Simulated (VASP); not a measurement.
# Ti5Si (R32) in VASP: single point with PBE

Aim: the single point of Ti5Si with PBE.

All numbers are computed with VASP 6.6.1; they aren't measurements. Logs are shortened: lines on timing, memory, paths and dates and some standing lists are left out, and cuts for length are marked.

## 1. The cell of the first run

It takes space group R32 (No. 155, trigonal). Conventional cell: a = 5.048 Å, b = 5.048 Å, c = 13.315 Å, α = 90.00°, β = 90.00°, γ = 120.00°. Within 3.7 Å of Ti (site symmetry 3) lie 12 Ti at 2.84 to 3.66 Å and 3 Si at 2.92 Å. Ti (site symmetry 2) has 10 Ti at 2.68 to 3.46 Å and 2 Si at 2.71 Å within 3.5 Å. Within 3.6 Å of Si (site symmetry 32) lie 12 Ti at 2.71 to 2.92 Å.

## 2. Single point, PBE

INCAR

```
SYSTEM = Ti5Si
PREC = Accurate
ENCUT = 520
EDIFF = 1E-6
ISMEAR = 0
SIGMA = 0.1
LREAL = .False.
LASPH = .True.
NELM = 100
ALGO = Fast
ISIF = 2
LWAVE = .False.
LCHARG = .True.
GGA = PE
LELF = .True.
LVHAR = .True.
NBANDS = 41
```

KPOINTS

```
regular mesh
0
Gamma
  12 12 12
  0 0 0
```

POSCAR

```
Ti5Si
1.0
    2.5242456710      1.4573739176      4.4383588940
   -2.5242456710      1.4573739176      4.4383588940
    0.0000000000     -2.9147478353      4.4383588940
Ti Si
5 1
Direct
    0.1513621523      0.1513621523      0.1513621523
    0.6045557559      0.3954442441      0.0000000000
    0.0000000000      0.6045557559      0.3954442441
    0.8486378477      0.8486378477      0.8486378477
    0.3954442441      0.0000000000      0.6045557559
    0.5000000000      0.5000000000      0.5000000000
```

Potentials or basis: VASP PAW PBE potentials, release 64 (Ti_sv, Si).

On the command line:

```console
cat potpaw_PBE.64/Ti_sv/POTCAR potpaw_PBE.64/Si/POTCAR > POTCAR
mpirun -np 1 vasp_std > vasp.out
```

OUTCAR:

```text
SYSTEM = Ti5Si
   PREC = Accurate
   ENCUT = 520
   EDIFF = 1E-6
   ISMEAR = 0
   LREAL = .False.
   LASPH = .True.
   NELM = 100
   ISIF = 2
   GGA = PE

 ion  position               nearest neighbor table
   1  0.151  0.151  0.151-   3 2.84   5 2.84   2 2.84   2 2.88   5 2.88   3 2.88   6 2.92   6 2.92
                             6 2.92
   2  0.605  0.395  0.000-   5 2.68   3 2.68   5 2.68   3 2.68   6 2.71   6 2.71   4 2.84   1 2.84
                             4 2.88   1 2.88
   3  0.000  0.605  0.395-   2 2.68   2 2.68   5 2.68   5 2.68   6 2.71   6 2.71   1 2.84   4 2.84
                             4 2.88   1 2.88
   4  0.849  0.849  0.849-   5 2.84   3 2.84   2 2.84   2 2.88   3 2.88   5 2.88   6 2.92   6 2.92
                             6 2.92
   5  0.395  0.000  0.605-   2 2.68   2 2.68   3 2.68   3 2.68   6 2.71   6 2.71   4 2.84   1 2.84
                             1 2.88   4 2.88
   6  0.500  0.500  0.500-   3 2.71   5 2.71   5 2.71   3 2.71   2 2.71   2 2.71   1 2.92   4 2.92
                             4 2.92   1 2.92   1 2.92   4 2.92

  LATTYP: Found a trigonal (rhomboedric) cell.
 ALAT       =     5.3098761393
 COS(alpha) =     0.5480145499

  Lattice vectors:

 A1 = (   2.5242456710,   1.4573739176,   4.4383588940)
 A2 = (  -2.5242456710,   1.4573739176,   4.4383588940)
 A3 = (   0.0000000000,  -2.9147478353,   4.4383588940)

Analysis of symmetry for initial positions (statically):
=====================================================================
 Subroutine PRICEL returns:
 Original cell was already a primitive cell.

 Routine SETGRP: Setting up the symmetry group for a
 trigonal (rhombohedral) supercell.

 Subroutine GETGRP returns: Found  6 space group operations
 (whereof  6 operations were pure point group operations)
 out of a pool of 12 trial point group operations.

The static configuration has the point symmetry D_3 .

Analysis of symmetry for dynamics (positions and initial velocities):
=====================================================================
 Subroutine PRICEL returns:
 Original cell was already a primitive cell.

 Routine SETGRP: Setting up the symmetry group for a
 trigonal (rhombohedral) supercell.

 Subroutine GETGRP returns: Found  6 space group operations
 (whereof  6 operations were pure point group operations)
 out of a pool of 12 trial point group operations.

The dynamic configuration has the point symmetry D_3 .

 Subroutine INISYM returns: Found  6 space group operations
 (whereof  6 operations are pure point group operations),
 and found     1 'primitive' translations

----------------------------------------------------------------------------------------

                                     Primitive cell

  volume of cell :      97.9662

  direct lattice vectors                    reciprocal lattice vectors
     2.524245671  1.457373918  4.438358894     0.198078977  0.114360951  0.075102834
    -2.524245671  1.457373918  4.438358894    -0.198078977  0.114360951  0.075102834
     0.000000000 -2.914747835  4.438358894     0.000000000 -0.228721901  0.075102834

  length of vectors
     5.309876139  5.309876139  5.309876139     0.240736669  0.240736669  0.240736669

  position of ions in fractional coordinates (direct lattice)
     0.151362152  0.151362152  0.151362152
     0.604555756  0.395444244  0.000000000
     1.000000000  0.604555756  0.395444244
     0.848637848  0.848637848  0.848637848
     0.395444244  1.000000000  0.604555756
     0.500000000  0.500000000  0.500000000

  ion indices of the primitive-cell ions
   primitive index   ion index
                 1           1
                 2           2
                 3           3
                 4           4
                 5           5
                 6           6

----------------------------------------------------------------------------------------

 KPOINTS: regular mesh

Automatic generation of k-mesh.
 Grid dimensions read from file:
 generate k-points for:   12   12   12

 Generating k-lattice:

  Cartesian coordinates                     Fractional coordinates (reciprocal lattice)
     0.016506581  0.009530079  0.006258570     0.083333333  0.000000000 -0.000000000
    -0.016506581  0.009530079  0.006258570     0.000000000  0.083333333 -0.000000000
     0.000000000 -0.019060158  0.006258570    -0.000000000 -0.000000000  0.083333333

  Length of vectors
     0.020061389  0.020061389  0.020061389

  Shift w.r.t. Gamma in fractional coordinates (k-lattice)
     0.000000000  0.000000000  0.000000000

 Subroutine IBZKPT returns following result:
 ===========================================

 Found    189 irreducible k-points:

 Following reciprocal coordinates:
            Coordinates               Weight
  0.000000  0.000000  0.000000      1.000000
  0.083333 -0.000000  0.000000      6.000000
  0.166667 -0.000000 -0.000000      6.000000
  0.250000 -0.000000 -0.000000      6.000000
  0.333333 -0.000000  0.000000      6.000000
  0.416667 -0.000000  0.000000      6.000000
[... 16 lines left out ...]
  0.500000  0.166667  0.000000     12.000000
 -0.416667  0.166667 -0.000000     12.000000
 [... further k-points ...]
   k-points           NKPTS =    189   k-points in BZ     NKDIM =    189   number of bands    NBANDS=     41
   number of dos      NEDOS =    301   number of ions     NIONS =      6
   total plane-waves  NPLWV =  64000
   dimension x,y,z NGX =    40 NGY =   40 NGZ =   40
   dimension x,y,z NGXF=    80 NGYF=   80 NGZF=   80
   ions per type =               5   1
   NGX,Y,Z   is equivalent  to a cutoff of  12.52, 12.52, 12.52 a.u.
   NGXF,Y,Z  is equivalent  to a cutoff of  25.05, 25.05, 25.05 a.u.
 SYSTEM =  Ti5Si
   PREC   = accura    normal or accurate (medium, high low for compatibility)
   ISTART =      0    job   : 0-new  1-cont  2-samecut
   ICHARG =      2    charge: 1-file 2-atom 10-const
   ISPIN  =      1    spin polarized calculation?
   LNONCOLLINEAR =      F non collinear calculations
   LSORBIT =      F    spin-orbit coupling
   LASPH  =      T    aspherical Exc in radial PAW
   ENCUT  =  520.0 eV  38.22 Ry    6.18 a.u.   9.87  9.87  9.87*2*pi/ulx,y,z
   NELM   =    100;   NELMIN=  2; NELMDL= -5     # of ELM steps
   EDIFF  = 0.1E-05   stopping-criterion for ELM
   LREAL  =      F    real-space projection
   EDIFFG = 0.1E-04   stopping-criterion for IOM
   NSW    =      0    number of steps for IOM
   IBRION =     -1    ionic relax: 0-MD 1-quasi-New 2-CG
   NFREE  =      0    steps in history (QN), initial steepest desc. (CG)
   ISIF   =      2    stress and relaxation
   ISYM   =      2    0-nonsym 1-usesym 2-fastsym
   POTIM  = 0.5000    time-step for ionic-motion
   TEBEG  =    0.0;   TEEND  =   0.0 temperature during run
   PSTRESS=    0.0 pullay stress
   NELECT =      64.0000    total number of electrons
   NUPDOWN=      -1.0000    fix difference up-down
   EMIN   =  10.00;   EMAX   =-10.00  energy-range for DOS
   EFERMI =   0.00;   METHOD = LEGACY
   ISMEAR =     0;   SIGMA  =   0.10  broadening in eV -4-tet -1-fermi 0-gaus
   EFERMI_NEDOS =   21; number of points for ismear=-14 and -15
   IALGO  =     68    algorithm
   IMIX   =      4    mixing-type and parameters
     AMIX     =   0.40;   BMIX     =  1.00
     AMIX_MAG =   1.60;   BMIX_MAG =  1.00
  volume/ion in A,a.u.               =      16.33       110.18
  Fermi-wavevector in a.u.,A,eV,Ry     =   1.420505  2.684365 27.454300  2.017834
  Thomas-Fermi vector in A             =   2.541413
   LORBIT       =      0    0 simple, 1 ext, 2 COOP (PROOUT), +10 PAW based schemes
   GGA     = PE    functional components
   LHFCALC =     F    Hartree Fock is set to
   AEXX    =    0.0000 exact exchange contribution
   IVDW    =     0    specifies the selected vdW correction
   LEPSILON=     F    determine dielectric tensor
   LRPA    =     F    only Hartree local field effects (RPA)
 non-spin polarized calculation
 RMM-DIIS sequential band-by-band and
 Gauss-broadening in eV      SIGMA  =   0.10
  energy-cutoff  :      520.00
  volume of cell :       97.97
 maximum number of plane-waves:      2664
   NGX = 19   NGY = 19   NGZ = 19

 number of electron      63.9999999 magnetization

 Free energy of the ion-electron system (eV)
  ---------------------------------------------------
  ext. energy  EPLUGINS =         0.00000000
  ---------------------------------------------------
  free energy    TOTEN  =       -46.37741423 eV

  energy without entropy =      -46.35155714  energy(sigma->0) =      -46.36448568

 E-fermi :   8.7698     XC(G=0): -11.5958

 val. band max:        8.7603878594   @ k =  -0.4167   0.5000   0.1667
 cond. band min:       8.7710408610   @ k =  -0.2500  -0.2500   0.1667
 fundamental gap:      0.0106530017
 Fermi energy:         8.7698390495

 k-point     1 :       0.0000    0.0000    0.0000
  band No.  band energies     occupation
      1     -48.0036      2.00000
      2     -47.9308      2.00000
      3     -47.7932      2.00000
      4     -47.6604      2.00000
      5     -47.6604      2.00000
      6     -24.4883      2.00000
[... 33 lines left out ...]
     40      10.5265      0.00000
     41      10.5544      0.00000

 k-point     2 :       0.0833   -0.0000    0.0000
  band No.  band energies     occupation
      1     -48.0021      2.00000
      2     -47.9317      2.00000
      3     -47.7917      2.00000
      4     -47.6626      2.00000
      5     -47.6604      2.00000
      6     -24.4861      2.00000
[... 33 lines left out ...]
     40      10.4861      0.00000
     41      10.6319      0.00000

 k-point     3 :       0.1667   -0.0000   -0.0000
  band No.  band energies     occupation
      1     -47.9977      2.00000
      2     -47.9341      2.00000
      3     -47.7873      2.00000
      4     -47.6691      2.00000
      5     -47.6605      2.00000
      6     -24.4809      2.00000
[... 875 lines left out ...]
      2     -47.9508      2.00000
      3     -47.7579      2.00000
      4     -47.7085      2.00000
      5     -47.6605      2.00000
      6     -24.4660      2.00000
[... 33 lines left out ...]
     40      10.4985      0.00000
     41      10.7100      0.00000

 k-point    24 :      -0.4167    0.1667   -0.0000
  band No.  band energies     occupation
      1     -47.9701      2.00000
      2     -47.9531      2.00000
      3     -47.7517      2.00000
      4     -47.7146      2.00000
      5     -47.6605      2.00000
      6     -24.4630      2.00000
[... 33 lines left out ...]
     40      10.5259      0.00000
     41      10.7432      0.00000

 [... further k-points ...]

------------------------ aborting loop because EDIFF is reached ----------------------------------------

  FORCE on cell =-STRESS in cart. coord.  units (eV):
  Direction    XX          YY          ZZ          XY          YZ          ZX
  --------------------------------------------------------------------------------------
  -------------------------------------------------------------------------------------
  Total       -0.0767894     -0.0767894     -0.0850121      0.0000000      0.0000000      0.0000000
  in kB       -1.2558441     -1.2558441     -1.3903207      0.0000000      0.0000000      0.0000000
  external PRESSURE =      -1.3006697 kB  Pullay stress =       0.0000000 kB

 VOLUME and BASIS-vectors are now :
 -----------------------------------------------------------------------------
  energy-cutoff  :      520.00
  volume of cell :       97.97
      direct lattice vectors                 reciprocal lattice vectors
     2.524245671  1.457373918  4.438358894     0.198078977  0.114360951  0.075102834
    -2.524245671  1.457373918  4.438358894    -0.198078977  0.114360951  0.075102834
     0.000000000 -2.914747835  4.438358894     0.000000000 -0.228721901  0.075102834

 POSITION                                       TOTAL-FORCE (eV/Angst)
 -----------------------------------------------------------------------------------
      0.00000     -0.00000      2.01540         0.000000      0.000000     -0.002192
      0.52785      1.45737      4.43836         0.000420     -0.000000     -0.000000
     -1.52605     -0.27156      4.43836        -0.000210      0.000364      0.000000
      0.00000     -0.00000     11.29968         0.000000     -0.000000      0.002192
      0.99820     -1.18582      4.43836        -0.000210     -0.000364      0.000000
      0.00000     -0.00000      6.65754         0.000000     -0.000000      0.000000
 -----------------------------------------------------------------------------------
    total drift:                                0.000000     -0.000000      0.000000

  FREE ENERGIE OF THE ION-ELECTRON SYSTEM (eV)
  ---------------------------------------------------
  free  energy   TOTEN  =       -46.3774142252 eV

  energy  without entropy=      -46.3515571356  energy(sigma->0) =      -46.36448568
```

It took 74 min on 1 thread of Intel Xeon Platinum 8488C (Sapphire Rapids), shared host; peak memory 0.66 GiB.

Results:

| Quantity | Value |
| --- | --- |
| Free energy | -46.3774 eV |
| Pressure | -0.1 GPa |
| Band gap on the k mesh | zero (band 32 reaches 9.14 eV, above the bottom of band 33 at 8.55 eV) |

Forces on the atoms (eV/Å):
```
Ti   0.000  0.000 -0.002
Ti   0.000  0.000  0.000
Ti   0.000  0.000  0.000
Ti   0.000  0.000  0.002
Ti   0.000  0.000  0.000
Si   0.000  0.000  0.000
```

Levels at points of the mesh, in eV from the Fermi level:
| k point | band 28 | band 29 | band 30 | band 31 | band 32 | band 33 | band 34 | band 35 | band 36 | band 37 |
| --- | --- | --- | --- | --- | --- | --- | --- | --- | --- | --- |
| (0.00, 0.00, 0.00) | -1.08 | -0.90 | -0.90 | -0.73 | -0.11 | -0.05 | -0.05 | 1.06 | 1.06 | 1.41 |
| (0.50, 0.00, 0.00) | -1.54 | -1.09 | -0.74 | -0.52 | 0.37 | 0.55 | 0.58 | 0.72 | 0.75 | 1.09 |
| (0.50, 0.50, 0.00) | -1.46 | -1.30 | -0.56 | -0.37 | -0.11 | -0.06 | 0.65 | 0.71 | 0.99 | 1.41 |
| (0.50, 0.50, 0.50) | -1.43 | -0.82 | -0.58 | -0.58 | -0.15 | 0.26 | 0.26 | 0.87 | 1.28 | 1.28 |
